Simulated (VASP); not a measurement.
Runs of VASP 6.6.1 on Ta2C. The structure is that of space group P-3m1 (No. 164), or close to it. The cells are those of the table. 

```tsv
cell	k mesh	gap on the mesh (eV)	pressure (GPa)	largest force (eV/Å)
a = 3.132, b = 3.132, c = 4.975 Å, angles 90.0, 90.0, 120.0°, 3 atoms	12 × 12 × 7	none	-4.5	0.03
a = 3.111, b = 3.111, c = 4.942 Å, angles 90.0, 90.0, 120.0°, 3 atoms	11 × 11 × 6	none	0.7	0.03
a = 3.173, b = 3.173, c = 5.039 Å, angles 90.0, 90.0, 120.0°, 3 atoms	12 × 12 × 7	none	-13.4	0.03
a = 3.048, b = 3.048, c = 4.841 Å, angles 90.0, 90.0, 120.0°, 3 atoms	12 × 12 × 7	none	(b)	0.03
a = 3.091, b = 3.091, c = 4.909 Å, angles 90.0, 90.0, 120.0°, 3 atoms	12 × 12 × 7	none	6.5	0.04
a = 3.069, b = 3.069, c = 4.875 Å, angles 90.0, 90.0, 120.0°, 3 atoms	12 × 12 × 7	none	13.0	0.04
a = 3.152, b = 3.152, c = 5.007 Å, angles 90.0, 90.0, 120.0°, 3 atoms	12 × 12 × 7	none	(a)	0.03
a = 3.111, b = 3.111, c = 4.942 Å, angles 90.0, 90.0, 120.0°, 3 atoms	12 × 12 × 7	none	0.7	0.04
```

Alike in all rows: task single point; level r2SCAN; potentials or basis VASP PAW PBE potentials, release 64 (Ta_pv, C); no spin polarisation; cutoff (eV) 520; smearing fermi-dirac 0.1 eV.

Task: Estimate the missing entries.

Result: (a) -9.2; (b) 20.1.

Caveats: the PAW data sets were made with another functional, which shifts forces and pressure a little; spin-orbit coupling is left out, which moves the levels of the heavy elements.

A k mesh can miss the band edges, and the runs leave out spin-orbit coupling on Ta.

A gap of «none» marks levels without a gap at the run's occupations.
